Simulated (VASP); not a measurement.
# B (Pmmn) in VASP: further runs

B is run at these levels: PBE; tasks: single point.

Everything below comes from runs of VASP 6.6.1. Logs are shortened: lines on timing, memory, paths and dates and some standing lists are left out, and cuts for length are marked.

### Step 1. The cell of the first run

The structure is orthorhombic, space group Pmmn (No. 59). The conventional cell has a = 1.625 Å, b = 2.866 Å, c = 3.914 Å, α = 90.00°, β = 90.00°, γ = 90.00°. B (site symmetry mm2) has 6 B at 1.62 to 1.86 Å within 2.2 Å.

### Step 2. Single point, PBE

The input, INCAR:

```
SYSTEM = B
ALGO = Normal
EDIFF = 1E-7
ENCUT = 520
GGA = PE
ISIF = 2
ISMEAR = -1
LASPH = .TRUE.
LCHARG = .FALSE.
LREAL = .FALSE.
LWAVE = .FALSE.
NBANDS = 10
NELM = 60
PREC = Accurate
SIGMA = 0.05
```

The input, KPOINTS:

```
k-points
0
G
  16 9 7
  0 0 0
```

The input, POSCAR:

```
B
1.0
    1.6245600000      0.0000000000      0.0000000000
    0.0000000000      2.8661500000      0.0000000000
    0.0000000000      0.0000000000      3.9144000000
B
2
Direct
    0.0000000000      0.5000000000      0.6092600000
    0.5000000000      0.0000000000      0.3907400000
```

Potentials or basis: VASP PAW PBE potentials, release 64 (B).

Launch:

```
> cat potpaw_PBE.64/B/POTCAR > POTCAR
> mpirun -np 1 vasp_std > vasp.out
```

OUTCAR:

```text
SYSTEM = B
   EDIFF = 1E-7
   ENCUT = 520
   GGA = PE
   ISIF = 2
   ISMEAR = -1
   LASPH = .TRUE.
   LREAL = .FALSE.
   NELM = 60
   PREC = Accurate

 ion  position               nearest neighbor table
   1  0.000  0.500  0.609-   2 1.86   2 1.86   2 1.86   2 1.86
   2  0.500  0.000  0.391-   1 1.86   1 1.86   1 1.86   1 1.86

  LATTYP: Found a simple orthorhombic cell.
 ALAT       =     1.6245600000
 B/A-ratio  =     1.7642623233
 C/A-ratio  =     2.4095139607

  Lattice vectors:

 A1 = (   1.6245600000,   0.0000000000,   0.0000000000)
 A2 = (   0.0000000000,   2.8661500000,   0.0000000000)
 A3 = (   0.0000000000,   0.0000000000,   3.9144000000)

Analysis of symmetry for initial positions (statically):
=====================================================================
 Subroutine PRICEL returns:
 Original cell was already a primitive cell.

 Routine SETGRP: Setting up the symmetry group for a
 simple orthorhombic supercell.

 Subroutine GETGRP returns: Found  8 space group operations
 (whereof  4 operations were pure point group operations)
 out of a pool of  8 trial point group operations.

The static configuration has the point symmetry C_2v.
 The point group associated with its full space group is D_2h.

Analysis of symmetry for dynamics (positions and initial velocities):
=====================================================================
 Subroutine PRICEL returns:
 Original cell was already a primitive cell.

 Routine SETGRP: Setting up the symmetry group for a
 simple orthorhombic supercell.

 Subroutine GETGRP returns: Found  8 space group operations
 (whereof  4 operations were pure point group operations)
 out of a pool of  8 trial point group operations.

The dynamic configuration has the point symmetry C_2v.
 The point group associated with its full space group is D_2h.

 Subroutine INISYM returns: Found  8 space group operations
 (whereof  4 operations are pure point group operations),
 and found     1 'primitive' translations

----------------------------------------------------------------------------------------

                                     Primitive cell

  volume of cell :      18.2264

  direct lattice vectors                    reciprocal lattice vectors
     1.624560000  0.000000000  0.000000000     0.615551288  0.000000000  0.000000000
     0.000000000  2.866150000  0.000000000     0.000000000  0.348900092  0.000000000
     0.000000000  0.000000000  3.914400000     0.000000000  0.000000000  0.255466994

  length of vectors
     1.624560000  2.866150000  3.914400000     0.615551288  0.348900092  0.255466994

  position of ions in fractional coordinates (direct lattice)
     0.000000000  0.500000000  0.609260000
     0.500000000  0.000000000  0.390740000

  ion indices of the primitive-cell ions
   primitive index   ion index
                 1           1
                 2           2

----------------------------------------------------------------------------------------

 KPOINTS: k-points

Automatic generation of k-mesh.
 Grid dimensions read from file:
 generate k-points for:   16    9    7

 Generating k-lattice:

  Cartesian coordinates                     Fractional coordinates (reciprocal lattice)
     0.038471955  0.000000000  0.000000000     0.062500000  0.000000000  0.000000000
     0.000000000  0.038766677  0.000000000     0.000000000  0.111111111  0.000000000
     0.000000000  0.000000000  0.036495285     0.000000000  0.000000000  0.142857143

  Length of vectors
     0.038471955  0.038766677  0.036495285

  Shift w.r.t. Gamma in fractional coordinates (k-lattice)
     0.000000000  0.000000000  0.000000000

 Subroutine IBZKPT returns following result:
 ===========================================

 Found    180 irreducible k-points:

 Following reciprocal coordinates:
            Coordinates               Weight
  0.000000  0.000000  0.000000      1.000000
  0.062500  0.000000  0.000000      2.000000
  0.125000  0.000000  0.000000      2.000000
  0.187500  0.000000  0.000000      2.000000
  0.250000  0.000000  0.000000      2.000000
  0.312500  0.000000  0.000000      2.000000
[... 16 lines left out ...]
  0.250000  0.222222  0.000000      4.000000
  0.312500  0.222222  0.000000      4.000000
 [... further k-points ...]
   k-points           NKPTS =    180   k-points in BZ     NKDIM =    180   number of bands    NBANDS=     10
   number of dos      NEDOS =    301   number of ions     NIONS =      2
   total plane-waves  NPLWV =   8640
   dimension x,y,z NGX =    12 NGY =   24 NGZ =   30
   dimension x,y,z NGXF=    24 NGYF=   48 NGZF=   60
   ions per type =               2
   NGX,Y,Z   is equivalent  to a cutoff of  12.28, 13.92, 12.74 a.u.
   NGXF,Y,Z  is equivalent  to a cutoff of  24.56, 27.84, 25.48 a.u.
 SYSTEM =  B
   PREC   = accura    normal or accurate (medium, high low for compatibility)
   ISTART =      0    job   : 0-new  1-cont  2-samecut
   ICHARG =      2    charge: 1-file 2-atom 10-const
   ISPIN  =      1    spin polarized calculation?
   LNONCOLLINEAR =      F non collinear calculations
   LSORBIT =      F    spin-orbit coupling
   LASPH  =      T    aspherical Exc in radial PAW
   ENCUT  =  520.0 eV  38.22 Ry    6.18 a.u.   3.02  5.33  7.28*2*pi/ulx,y,z
   NELM   =     60;   NELMIN=  2; NELMDL= -5     # of ELM steps
   EDIFF  = 0.1E-06   stopping-criterion for ELM
   LREAL  =      F    real-space projection
   EDIFFG = 0.1E-05   stopping-criterion for IOM
   NSW    =      0    number of steps for IOM
   IBRION =     -1    ionic relax: 0-MD 1-quasi-New 2-CG
   NFREE  =      0    steps in history (QN), initial steepest desc. (CG)
   ISIF   =      2    stress and relaxation
   ISYM   =      2    0-nonsym 1-usesym 2-fastsym
   POTIM  = 0.5000    time-step for ionic-motion
   TEBEG  =    0.0;   TEEND  =   0.0 temperature during run
   PSTRESS=    0.0 pullay stress
   NELECT =       6.0000    total number of electrons
   NUPDOWN=      -1.0000    fix difference up-down
   EMIN   =  10.00;   EMAX   =-10.00  energy-range for DOS
   EFERMI =   0.00;   METHOD = LEGACY
   ISMEAR =    -1;   SIGMA  =   0.05  broadening in eV -4-tet -1-fermi 0-gaus
   EFERMI_NEDOS =   21; number of points for ismear=-14 and -15
   IALGO  =     38    algorithm
   IMIX   =      4    mixing-type and parameters
     AMIX     =   0.40;   BMIX     =  1.00
     AMIX_MAG =   1.60;   BMIX_MAG =  1.00
  volume/ion in A,a.u.               =       9.11        61.50
  Fermi-wavevector in a.u.,A,eV,Ry     =   1.130382  2.136113 17.385032  1.277764
  Thomas-Fermi vector in A             =   2.267078
   LORBIT       =      0    0 simple, 1 ext, 2 COOP (PROOUT), +10 PAW based schemes
   GGA     = PE    functional components
[... 5 lines left out ...]
 non-spin polarized calculation
  energy-cutoff  :      520.00
  volume of cell :       18.23
 maximum number of plane-waves:       512
   NGX =  7   NGY = 11   NGZ = 15

 number of electron       6.0000000 magnetization

 Free energy of the ion-electron system (eV)
  ---------------------------------------------------
  ext. energy  EPLUGINS =         0.00000000
  ---------------------------------------------------
  free energy    TOTEN  =       -12.45580134 eV

  energy without entropy =      -12.45267989  energy(sigma->0) =      -12.45424062

 E-fermi :   4.3688     XC(G=0): -10.3088

 val. band max:        4.3534650797   @ k =   0.3125   0.0000   0.4286
 cond. band min:       4.3849715542   @ k =   0.3750   0.2222   0.4286
 fundamental gap:      0.0315064745
 Fermi energy:         4.3687740293

 k-point     1 :       0.0000    0.0000    0.0000
  band No.  band energies     occupation
      1     -11.7447      2.00000
      2      -1.4958      2.00000
      3      -0.9415      2.00000
      4       1.9782      2.00000
      5       7.3267      0.00000
      6      12.6423      0.00000
      7      15.7968      0.00000
      8      20.6417      0.00000
      9      22.7312      0.00000
     10      26.4592      0.00000

 k-point     2 :       0.0625    0.0000    0.0000
  band No.  band energies     occupation
      1     -11.5870      2.00000
      2      -1.3344      2.00000
      3      -0.7305      2.00000
      4       2.1908      2.00000
      5       7.3672      0.00000
      6      12.8271      0.00000
      7      15.8920      0.00000
      8      20.7330      0.00000
      9      22.9529      0.00000
     10      25.1040      0.00000

 k-point     3 :       0.1250    0.0000    0.0000
  band No.  band energies     occupation
      1     -11.1161      2.00000
      2      -0.8671      2.00000
      3      -0.0983      2.00000
      4       2.8269      2.00000
      5       7.4676      0.00000
      6      13.3705      0.00000
      7      16.1495      0.00000
      8      20.6283      0.00000
      9      22.9419      0.00000
     10      23.6176      0.00000

 k-point     4 :       0.1875    0.0000    0.0000
  band No.  band energies     occupation
      1     -10.3384      2.00000
      2      -0.1581      2.00000
      3       0.9512      2.00000
      4       3.8808      1.99988
      5       7.5625      0.00000
      6      14.2295      0.00000
      7      16.4665      0.00000
      8      18.8040      0.00000
      9      22.7511      0.00000
     10      24.7252      0.00000
[... 222 lines left out ...]
 k-point    22 :       0.1875    0.2222    0.0000
  band No.  band energies     occupation
      1      -9.6630      2.00000
      2      -2.3079      2.00000
      3       0.6273      2.00000
      4       4.1214      1.98589
      5      11.1115      0.00000
      6      11.7290      0.00000
      7      16.5879      0.00000
      8      19.7579      0.00000
      9      20.1124      0.00000
     10      24.6503      0.00000

 k-point    23 :       0.2500    0.2222    0.0000
  band No.  band energies     occupation
      1      -8.5960      2.00000
      2      -1.3461      2.00000
      3       1.7968      2.00000
      4       5.5722      0.00000
      5      11.4149      0.00000
      6      12.0376      0.00000
      7      17.2100      0.00000
      8      18.8525      0.00000
      9      19.0635      0.00000
     10      23.1566      0.00000

 k-point    24 :       0.3125    0.2222    0.0000
  band No.  band energies     occupation
      1      -7.2651      2.00000
      2      -0.4976      2.00000
      3       3.3229      2.00000
      4       7.3978      0.00000
      5      10.5911      0.00000
      6      12.9314      0.00000
      7      16.7151      0.00000
      8      17.3512      0.00000
      9      20.2310      0.00000
     10      22.1133      0.00000

 [... further k-points ...]
[... 5 lines left out ...]
  --------------------------------------------------------------------------------------
  -------------------------------------------------------------------------------------
  Total       -0.1098905      0.1939930     -0.0425907      0.0000000      0.0000000      0.0000000
  in kB       -9.6598579     17.0528433     -3.7439069      0.0000000      0.0000000      0.0000000
  external PRESSURE =       1.2163595 kB  Pullay stress =       0.0000000 kB

 VOLUME and BASIS-vectors are now :
 -----------------------------------------------------------------------------
  energy-cutoff  :      520.00
  volume of cell :       18.23
      direct lattice vectors                 reciprocal lattice vectors
     1.624560000  0.000000000  0.000000000     0.615551288  0.000000000  0.000000000
     0.000000000  2.866150000  0.000000000     0.000000000  0.348900092  0.000000000
     0.000000000  0.000000000  3.914400000     0.000000000  0.000000000  0.255466994

 POSITION                                       TOTAL-FORCE (eV/Angst)
 -----------------------------------------------------------------------------------
      0.00000      1.43308      2.38489         0.000000      0.000000      0.005631
      0.81228      0.00000      1.52951         0.000000      0.000000     -0.005631
 -----------------------------------------------------------------------------------
    total drift:                                0.000000      0.000000      0.000000

  FREE ENERGIE OF THE ION-ELECTRON SYSTEM (eV)
  ---------------------------------------------------
  free  energy   TOTEN  =       -12.4558013435 eV

  energy  without entropy=      -12.4526798873  energy(sigma->0) =      -12.45424062
```

Wall time 24 s (1 thread of AMD EPYC 7R43 (Zen 3), shared host); peak memory 0.1 GiB.

What came out:

- Free energy: -12.4558 eV
- Pressure: 0.1 GPa
- Largest force: 0.006 eV/Å
- Band gap on the k mesh: zero (band 3 reaches 11.01 eV, above the bottom of band 4 at 0.71 eV)

Forces in eV/Å, atoms in the order of the input:
```
B    0.000  0.000  0.006
B    0.000  0.000 -0.006
```

Stress tensor (GPa, compression positive):
```
-0.97  0.00  0.00
 0.00  1.71  0.00
 0.00  0.00 -0.37
```

Caveat: this functional lacks dispersion, which binds the layers, so the pressure and a relaxed spacing across them are unreliable.

### Step 3. Single point, PBE

The input, INCAR:

```
SYSTEM = B
ALGO = Normal ; EDIFF = 1E-7
ENCUT = 520 ; GGA = PE
ISIF = 2 ; ISMEAR = -1
LASPH = .TRUE. ; LCHARG = .FALSE.
LREAL = .FALSE. ; LWAVE = .FALSE.
NBANDS = 10 ; NELM = 80
PREC = Accurate ; SIGMA = 0.03
```

The input, KPOINTS:

```
k-points
0
G
  10 5 4
  0 0 0
```

POSCAR is that of step 2.

Potentials or basis: VASP PAW PBE potentials, release 64 (B).

Launch:

```
> cat potpaw_PBE.64/B/POTCAR > POTCAR
> mpirun -np 1 vasp_std > vasp.out
```

Wall time 11 s (1 thread of Intel Xeon 8259CL, shared host); peak memory 0.12 GiB.

It converged, with:

```
Free energy            : -12.4510 eV
Pressure               : 0.2 GPa
Largest force          : 0.159 eV/Å
Band gap on the k mesh : zero (band 3 reaches 10.90 eV, above the bottom of band 4 at 1.33 eV)
```

Forces in eV/Å, atoms in the order of the input:
```
B    0.000  0.000 -0.159
B    0.000  0.000  0.159
```

Stress tensor (GPa, compression positive):
```
-0.79  0.00  0.00
 0.00  2.47  0.00
 0.00  0.00 -0.97
```

Levels at points of the mesh, in eV from the Fermi level:
```tsv
k point	band 1	band 2	band 3	band 4	band 5	band 6
(0.00, 0.00, 0.00)	-15.91	-5.69	-5.11	-2.22	3.16	8.46
(0.50, 0.00, 0.00)	-6.80	-6.80	6.70	6.70	7.63	7.63
(0.00, 0.00, 0.50)	-15.67	-7.93	-5.01	1.58	3.34	7.38
(0.50, 0.00, 0.50)	-6.73	-6.73	5.62	5.62	7.69	7.69
```

Caveat: the k points lie up to 0.44 Å⁻¹ apart; this functional lacks dispersion, which binds the layers, so the pressure and a relaxed spacing across them are unreliable.
